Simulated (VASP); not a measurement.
# AgI (F-43m) in VASP: notebook

AgI is run at these levels: PBE; tasks: single point.

Everything below comes from runs of VASP 6.6.1. Logs are shortened: lines on timing, memory, paths and dates and some standing lists are left out, and cuts for length are marked.

## (1) The cell of the first run

The structure is cubic, space group F-43m (No. 216). Conventional cell: a = 6.536 Å, b = 6.536 Å, c = 6.536 Å, α = 90.00°, β = 90.00°, γ = 90.00°. Within 3.7 Å of Ag (site symmetry -43m) lie 4 I at 2.83 Å. I (site symmetry -43m) has 4 Ag at 2.83 Å within 3.7 Å.

## (2) Single point, PBE (34.90 Å³/atom)

INCAR reads:

```
ALGO = Normal
EDIFF = 1E-6
ENCUT = 500
GGA = PE
GGA_COMPAT = F
ISIF = 2
ISMEAR = 0
LASPH = T
LCHARG = F
LREAL = F
LWAVE = F
NBANDS = 16
NELM = 120
PREC = Accurate
SIGMA = 0.05
```

KPOINTS reads:

```
k-points
0
Gamma
  10 10 10
```

POSCAR reads:

```
AgI
1.0
    0.0000000000      3.2680742655      3.2680742655
    3.2680742655      0.0000000000      3.2680742655
    3.2680742655      3.2680742655      0.0000000000
Ag I
1 1
Direct
    0.0000000000      0.0000000000      0.0000000000
    0.7500000000      0.7500000000      0.7500000000
```

Potentials or basis: VASP PAW PBE potentials, release 64 (Ag, I).

The run is started by

```
> cat potpaw_PBE.64/Ag/POTCAR potpaw_PBE.64/I/POTCAR > POTCAR
> mpirun -np 1 vasp_std > vasp.out
```

OUTCAR:

```text
EDIFF = 1E-6
   ENCUT = 500
   GGA = PE
   ISIF = 2
   ISMEAR = 0
   LASPH = T
   LREAL = F
   NELM = 120
   PREC = Accurate

 ion  position               nearest neighbor table
   1  0.000  0.000  0.000-   2 2.83   2 2.83   2 2.83   2 2.83
   2  0.750  0.750  0.750-   1 2.83   1 2.83   1 2.83   1 2.83

  LATTYP: Found a face centered cubic cell.
 ALAT       =     6.5361485310

  Lattice vectors:

 A1 = (   0.0000000000,   3.2680742655,   3.2680742655)
 A2 = (   3.2680742655,   0.0000000000,   3.2680742655)
 A3 = (   3.2680742655,   3.2680742655,   0.0000000000)

Analysis of symmetry for initial positions (statically):
=====================================================================
 Subroutine PRICEL returns:
 Original cell was already a primitive cell.

 Routine SETGRP: Setting up the symmetry group for a
 face centered cubic supercell.

 Subroutine GETGRP returns: Found 24 space group operations
 (whereof 24 operations were pure point group operations)
 out of a pool of 48 trial point group operations.

The static configuration has the point symmetry T_d .

Analysis of symmetry for dynamics (positions and initial velocities):
=====================================================================
 Subroutine PRICEL returns:
 Original cell was already a primitive cell.

 Routine SETGRP: Setting up the symmetry group for a
 face centered cubic supercell.

 Subroutine GETGRP returns: Found 24 space group operations
 (whereof 24 operations were pure point group operations)
 out of a pool of 48 trial point group operations.

The dynamic configuration has the point symmetry T_d .

 Subroutine INISYM returns: Found 24 space group operations
 (whereof 24 operations are pure point group operations),
 and found     1 'primitive' translations

----------------------------------------------------------------------------------------

                                     Primitive cell

  volume of cell :      69.8081

  direct lattice vectors                    reciprocal lattice vectors
     0.000000000  3.268074266  3.268074266    -0.152995299  0.152995299  0.152995299
     3.268074266  0.000000000  3.268074266     0.152995299 -0.152995299  0.152995299
     3.268074266  3.268074266  0.000000000     0.152995299  0.152995299 -0.152995299

  length of vectors
     4.621754949  4.621754949  4.621754949     0.264995632  0.264995632  0.264995632

  position of ions in fractional coordinates (direct lattice)
     0.000000000  0.000000000  0.000000000
     0.750000000  0.750000000  0.750000000

  ion indices of the primitive-cell ions
   primitive index   ion index
                 1           1
                 2           2

----------------------------------------------------------------------------------------

 KPOINTS: k-points

Automatic generation of k-mesh.
 Grid dimensions read from file:
 generate k-points for:   10   10   10

 Generating k-lattice:

  Cartesian coordinates                     Fractional coordinates (reciprocal lattice)
    -0.015299530  0.015299530  0.015299530     0.100000000  0.000000000  0.000000000
     0.015299530 -0.015299530  0.015299530     0.000000000  0.100000000  0.000000000
     0.015299530  0.015299530 -0.015299530     0.000000000  0.000000000  0.100000000

  Length of vectors
     0.026499563  0.026499563  0.026499563

  Shift w.r.t. Gamma in fractional coordinates (k-lattice)
     0.000000000  0.000000000  0.000000000

 Subroutine IBZKPT returns following result:
 ===========================================

 Found     47 irreducible k-points:

 Following reciprocal coordinates:
            Coordinates               Weight
  0.000000  0.000000  0.000000      1.000000
  0.100000  0.000000  0.000000      8.000000
  0.200000  0.000000  0.000000      8.000000
  0.300000  0.000000  0.000000      8.000000
  0.400000  0.000000  0.000000      8.000000
  0.500000  0.000000  0.000000      4.000000
[... 16 lines left out ...]
  0.300000  0.300000  0.000000      6.000000
  0.400000  0.300000  0.000000     24.000000
 [... further k-points ...]
   k-points           NKPTS =     47   k-points in BZ     NKDIM =     47   number of bands    NBANDS=     16
   number of dos      NEDOS =    301   number of ions     NIONS =      2
   total plane-waves  NPLWV =  46656
   dimension x,y,z NGX =    36 NGY =   36 NGZ =   36
   dimension x,y,z NGXF=    72 NGYF=   72 NGZF=   72
   ions per type =               1   1
   NGX,Y,Z   is equivalent  to a cutoff of  12.95, 12.95, 12.95 a.u.
   NGXF,Y,Z  is equivalent  to a cutoff of  25.90, 25.90, 25.90 a.u.
 SYSTEM =  unknown system
   PREC   = accura    normal or accurate (medium, high low for compatibility)
   ISTART =      0    job   : 0-new  1-cont  2-samecut
   ICHARG =      2    charge: 1-file 2-atom 10-const
   ISPIN  =      1    spin polarized calculation?
   LNONCOLLINEAR =      F non collinear calculations
   LSORBIT =      F    spin-orbit coupling
   LASPH  =      T    aspherical Exc in radial PAW
   ENCUT  =  500.0 eV  36.75 Ry    6.06 a.u.   8.43  8.43  8.43*2*pi/ulx,y,z
   NELM   =    120;   NELMIN=  2; NELMDL= -5     # of ELM steps
   EDIFF  = 0.1E-05   stopping-criterion for ELM
   LREAL  =      F    real-space projection
   EDIFFG = 0.1E-04   stopping-criterion for IOM
   NSW    =      0    number of steps for IOM
   IBRION =     -1    ionic relax: 0-MD 1-quasi-New 2-CG
   NFREE  =      0    steps in history (QN), initial steepest desc. (CG)
   ISIF   =      2    stress and relaxation
   ISYM   =      2    0-nonsym 1-usesym 2-fastsym
   POTIM  = 0.5000    time-step for ionic-motion
   TEBEG  =    0.0;   TEEND  =   0.0 temperature during run
   PSTRESS=    0.0 pullay stress
   NELECT =      18.0000    total number of electrons
   NUPDOWN=      -1.0000    fix difference up-down
   EMIN   =  10.00;   EMAX   =-10.00  energy-range for DOS
   EFERMI =   0.00;   METHOD = LEGACY
   ISMEAR =     0;   SIGMA  =   0.05  broadening in eV -4-tet -1-fermi 0-gaus
   EFERMI_NEDOS =   21; number of points for ismear=-14 and -15
   IALGO  =     38    algorithm
   IMIX   =      4    mixing-type and parameters
     AMIX     =   0.40;   BMIX     =  1.00
     AMIX_MAG =   1.60;   BMIX_MAG =  1.00
  volume/ion in A,a.u.               =      34.90       235.54
  Fermi-wavevector in a.u.,A,eV,Ry     =   1.041990  1.969076 14.772446  1.085744
  Thomas-Fermi vector in A             =   2.176636
   LORBIT       =      0    0 simple, 1 ext, 2 COOP (PROOUT), +10 PAW based schemes
   GGA     = PE    functional components
   LHFCALC =     F    Hartree Fock is set to
   AEXX    =    0.0000 exact exchange contribution
   IVDW    =     0    specifies the selected vdW correction
   LEPSILON=     F    determine dielectric tensor
   LRPA    =     F    only Hartree local field effects (RPA)
 non-spin polarized calculation
 Gauss-broadening in eV      SIGMA  =   0.05
  energy-cutoff  :      500.00
  volume of cell :       69.81
 maximum number of plane-waves:      1807
 NGX is ok and might be reduce to    36
   NGX = 17   NGY = 17   NGZ = 17

 number of electron      18.0000001 magnetization

 Free energy of the ion-electron system (eV)
  ---------------------------------------------------
  ext. energy  EPLUGINS =         0.00000000
  ---------------------------------------------------
  free energy    TOTEN  =        -4.78204051 eV

  energy without entropy =       -4.78204051  energy(sigma->0) =       -4.78204051

 E-fermi :   3.1663     XC(G=0):  -8.3410

 val. band max:        2.9197444424   @ k =   0.0000   0.0000   0.0000
 cond. band min:       4.2624911043   @ k =   0.0000   0.0000   0.0000
 fundamental gap:      1.3427466619
 Fermi energy:         3.1662988923

 k-point     1 :       0.0000    0.0000    0.0000
  band No.  band energies     occupation
      1      -9.7801      2.00000
      2      -1.1850      2.00000
      3      -1.1850      2.00000
      4      -1.1850      2.00000
      5      -0.0701      2.00000
      6      -0.0701      2.00000
[... 8 lines left out ...]
     15      12.9391      0.00000
     16      12.9391      0.00000

 k-point     2 :       0.1000    0.0000    0.0000
  band No.  band energies     occupation
      1      -9.7551      2.00000
      2      -1.1991      2.00000
      3      -1.1678      2.00000
      4      -1.1678      2.00000
      5      -0.0726      2.00000
      6      -0.0726      2.00000
[... 8 lines left out ...]
     15      12.4985      0.00000
     16      12.4985      0.00000

 k-point     3 :       0.2000    0.0000    0.0000
  band No.  band energies     occupation
      1      -9.6885      2.00000
      2      -1.2223      2.00000
      3      -1.1236      2.00000
      4      -1.1236      2.00000
      5      -0.0749      2.00000
      6      -0.0749      2.00000
[... 8 lines left out ...]
     15      12.1442      0.00000
     16      12.5225      0.00000

 k-point     4 :       0.3000    0.0000    0.0000
  band No.  band energies     occupation
      1      -9.6035      2.00000
      2      -1.2125      2.00000
      3      -1.0712      2.00000
      4      -1.0712      2.00000
      5      -0.0677      2.00000
      6      -0.0677      2.00000
[... 8 lines left out ...]
     15      12.3404      0.00000
     16      12.3404      0.00000

 k-point     5 :       0.4000    0.0000    0.0000
  band No.  band energies     occupation
      1      -9.5325      2.00000
      2      -1.1465      2.00000
      3      -1.0316      2.00000
      4      -1.0316      2.00000
      5      -0.0510      2.00000
      6      -0.0510      2.00000
[... 8 lines left out ...]
     15      13.0730      0.00000
     16      13.0730      0.00000

 k-point     6 :       0.5000    0.0000    0.0000
  band No.  band energies     occupation
      1      -9.5049      2.00000
      2      -1.0918      2.00000
      3      -1.0174      2.00000
      4      -1.0174      2.00000
      5      -0.0415      2.00000
      6      -0.0415      2.00000
[... 8 lines left out ...]
     15      13.7477      0.00000
     16      13.7477      0.00000

 k-point     7 :       0.1000    0.1000    0.0000
  band No.  band energies     occupation
      1      -9.7468      2.00000
      2      -1.2197      2.00000
      3      -1.1536      2.00000
      4      -1.1536      2.00000
      5      -0.0850      2.00000
      6      -0.0623      2.00000
[... 8 lines left out ...]
     15      12.5768      0.00000
     16      12.9892      0.00000

 k-point     8 :       0.2000    0.1000    0.0000
  band No.  band energies     occupation
      1      -9.6940      2.00000
      2      -1.2488      2.00000
      3      -1.1151      2.00000
      4      -1.1094      2.00000
      5      -0.0971      2.00000
      6      -0.0560      2.00000
[... 8 lines left out ...]
     15      12.7791      0.00000
     16      13.1889      0.00000

 k-point     9 :       0.3000    0.1000    0.0000
  band No.  band energies     occupation
      1      -9.6150      2.00000
      2      -1.2471      2.00000
      3      -1.0676      2.00000
      4      -1.0535      2.00000
      5      -0.0962      2.00000
      6      -0.0481      2.00000
[... 8 lines left out ...]
     15      12.8179      0.00000
     16      12.9534      0.00000
[... 172 lines left out ...]
 k-point    19 :       0.5000    0.2000    0.0000
  band No.  band energies     occupation
      1      -9.4746      2.00000
      2      -1.1784      2.00000
      3      -0.9225      2.00000
      4      -0.8958      2.00000
      5      -0.0518      2.00000
      6      -0.0325      2.00000
[... 8 lines left out ...]
     15      13.8342      0.00000
     16      14.0802      0.00000

 k-point    20 :      -0.4000    0.2000    0.0000
  band No.  band energies     occupation
      1      -9.4687      2.00000
      2      -1.0885      2.00000
      3      -0.9400      2.00000
      4      -0.9218      2.00000
      5      -0.0891      2.00000
      6      -0.0610      2.00000
[... 8 lines left out ...]
     15      12.8675      0.00000
     16      13.9892      0.00000

 k-point    21 :      -0.3000    0.2000    0.0000
  band No.  band energies     occupation
      1      -9.5073      2.00000
      2      -1.0825      2.00000
      3      -1.0384      2.00000
      4      -0.9877      2.00000
      5      -0.0908      2.00000
      6      -0.0456      2.00000
[... 8 lines left out ...]
     15      13.2430      0.00000
     16      14.2740      0.00000

 k-point    22 :      -0.2000    0.2000    0.0000
  band No.  band energies     occupation
      1      -9.5744      2.00000
      2      -1.1915      2.00000
      3      -1.0485      2.00000
      4      -1.0485      2.00000
      5      -0.1025      2.00000
      6      -0.0383      2.00000
[... 8 lines left out ...]
     15      13.2854      0.00000
     16      14.1942      0.00000

 k-point    23 :       0.3000    0.3000    0.0000
  band No.  band energies     occupation
      1      -9.5451      2.00000
      2      -1.3882      2.00000
      3      -0.9191      2.00000
      4      -0.9191      2.00000
      5      -0.1276      2.00000
      6      -0.0160      2.00000
[... 8 lines left out ...]
     15      13.3478      0.00000
     16      15.7269      0.00000

 k-point    24 :       0.4000    0.3000    0.0000
  band No.  band energies     occupation
      1      -9.4890      2.00000
      2      -1.3857      2.00000
      3      -0.8511      2.00000
      4      -0.8460      2.00000
      5      -0.0949      2.00000
      6      -0.0082      2.00000
[... 8 lines left out ...]
     15      13.6431      0.00000
     16      15.5136      0.00000

 [... further k-points ...]

------------------------ aborting loop because EDIFF is reached ----------------------------------------

  FORCE on cell =-STRESS in cart. coord.  units (eV):
  Direction    XX          YY          ZZ          XY          YZ          ZX
  --------------------------------------------------------------------------------------
  -------------------------------------------------------------------------------------
  Total        0.5106782      0.5106782      0.5106782      0.0000000      0.0000000      0.0000000
  in kB       11.7206627     11.7206627     11.7206627      0.0000000      0.0000000      0.0000000
  external PRESSURE =      11.7206627 kB  Pullay stress =       0.0000000 kB

 VOLUME and BASIS-vectors are now :
 -----------------------------------------------------------------------------
  energy-cutoff  :      500.00
  volume of cell :       69.81
      direct lattice vectors                 reciprocal lattice vectors
     0.000000000  3.268074266  3.268074266    -0.152995299  0.152995299  0.152995299
     3.268074266  0.000000000  3.268074266     0.152995299 -0.152995299  0.152995299
     3.268074266  3.268074266  0.000000000     0.152995299  0.152995299 -0.152995299

 POSITION                                       TOTAL-FORCE (eV/Angst)
 -----------------------------------------------------------------------------------
      0.00000      0.00000      0.00000        -0.000000      0.000000      0.000000
      4.90211      4.90211      4.90211         0.000000     -0.000000     -0.000000
 -----------------------------------------------------------------------------------
    total drift:                                0.000000      0.000000      0.000000

  FREE ENERGIE OF THE ION-ELECTRON SYSTEM (eV)
  ---------------------------------------------------
  free  energy   TOTEN  =        -4.7820405052 eV

  energy  without entropy=       -4.7820405052  energy(sigma->0) =       -4.78204051
```

It took 47 s on 1 thread of AMD EPYC 7R43 (Zen 3), shared host; peak memory 0.2 GiB.

Results:

* Free energy: -4.7820 eV
* Pressure: 1.2 GPa
* Band gap on the k mesh: 1.34 eV

Caveat: spin-orbit coupling is left out, which moves the levels of the heavy elements. A k mesh can miss the band edges.

## (3) Single point, PBE (35.63 Å³/atom)

This run uses another cell than the first one, of 35.63 Å³/atom.

INCAR reads:

```
SYSTEM = AgI
ALGO = Normal
EDIFF = 1E-6
ENCUT = 500
GGA = PE
GGA_COMPAT = .False.
ISIF = 2
ISMEAR = 0
LASPH = .True.
LCHARG = .True.
LELF = .True.
LREAL = .False.
LVHAR = .True.
LWAVE = .False.
NBANDS = 16
NELM = 120
PREC = Accurate
SIGMA = 0.05
```

KPOINTS reads:

```
k-points
0
Gamma
  10 10 10
  0 0 0
```

POSCAR reads:

```
AgI
1.0
    0.0000000000      3.2906134210      3.2906134210
    3.2906134210      0.0000000000      3.2906134210
    3.2906134210      3.2906134210      0.0000000000
Ag I
1 1
Direct
    0.0000000000      0.0000000000      0.0000000000
    0.7500000000      0.7500000000      0.7500000000
```

Potentials or basis: VASP PAW PBE potentials, release 64 (Ag, I).

The run is started by

```
> cat potpaw_PBE.64/Ag/POTCAR potpaw_PBE.64/I/POTCAR > POTCAR
> mpirun -np 1 vasp_std > vasp.out
```

Wall time 50 s (1 thread of AMD EPYC 7R43 (Zen 3), shared host); peak memory 0.2 GiB.

It converged, with:

* Free energy: -4.7898 eV
* Pressure: 0.5 GPa
* Band gap on the k mesh: 1.34 eV

Levels at points of the mesh, in eV from the valence-band top:
| k point | band 6 | band 7 | band 8 | band 9 | band 10 | band 11 | band 12 | band 13 |
| --- | --- | --- | --- | --- | --- | --- | --- | --- |
| (0.00, 0.00, 0.00) | -2.90 | 0.00 | 0.00 | 0.00 | 1.34 | 5.82 | 5.82 | 5.82 |
| (0.50, 0.00, 0.00) | -2.88 | -2.77 | -0.67 | -0.67 | 2.78 | 6.28 | 6.28 | 7.15 |
| (0.50, 0.50, 0.00) | -2.79 | -2.46 | -1.66 | -1.66 | 3.73 | 3.86 | 8.37 | 9.51 |

Caveat: spin-orbit coupling is left out, which moves the levels of the heavy elements.

## (4) Single point, PBE (36.36 Å³/atom)

This run uses another cell than the first one, of 36.36 Å³/atom.

INCAR reads:

```
PREC = Accurate ; ENCUT = 500
EDIFF = 1E-6 ; ISMEAR = 0
SIGMA = 0.05 ; LREAL = False
LASPH = True ; NELM = 120
ALGO = Normal ; ISIF = 2
LWAVE = False ; LCHARG = True
GGA = PE ; LELF = True
LVHAR = True ; NBANDS = 16
GGA_COMPAT = False
```

KPOINTS reads:

```
Automatic mesh
0
Gamma
  10 10 10
```

POSCAR reads:

```
AgI
1.0
    0.0000000000      3.3128479699      3.3128479699
    3.3128479699      0.0000000000      3.3128479699
    3.3128479699      3.3128479699      0.0000000000
Ag I
1 1
Direct
    0.0000000000      0.0000000000      0.0000000000
    0.7500000000      0.7500000000      0.7500000000
```

The run is started by

```
> cat potpaw_PBE.64/Ag/POTCAR potpaw_PBE.64/I/POTCAR > POTCAR
> mpirun -np 1 vasp_std > vasp.out
```

It took 51 s on 1 thread of AMD EPYC 7R43 (Zen 3), shared host; peak memory 0.2 GiB.

The run converged. Its results:

```
Free energy            : -4.7922 eV
Pressure               : 0.0 GPa
Band gap on the k mesh : 1.34 eV
```

Levels at points of the mesh, in eV from the valence-band top:
| k point | band 7 | band 8 | band 9 | band 10 | band 11 | band 12 |
| --- | --- | --- | --- | --- | --- | --- |
| (0.00, 0.00, 0.00) | 0.00 | 0.00 | 0.00 | 1.35 | 5.85 | 5.85 |
| (0.50, 0.00, 0.00) | -2.70 | -0.64 | -0.64 | 2.79 | 6.31 | 6.31 |
| (0.50, 0.50, 0.00) | -2.39 | -1.59 | -1.59 | 3.78 | 3.86 | 8.31 |

Caveat: spin-orbit coupling is left out, which moves the levels of the heavy elements. PBE gaps usually lie below the measured ones, often by a third to a half.

## (5) The runs side by side

```csv
cell,gap on the mesh (eV),pressure (GPa)
"a = 4.622 Å, angles 60.0°, 2 atoms",1.34,1.2
"a = 4.654 Å, angles 60.0°, 2 atoms",1.34,0.5
"a = 4.685 Å, angles 60.0°, 2 atoms",1.34,0.0
```

Alike in all rows: task single point; level PBE; potentials or basis VASP PAW PBE potentials, release 64 (Ag, I); no spin polarisation; k mesh 10 × 10 × 10; cutoff (eV) 500; smearing gaussian 0.05 eV.

Caveats: spin-orbit coupling is left out, which moves the levels of the heavy elements.

Total energies depend on the potentials used, so only differences within one code and one set of settings carry meaning.
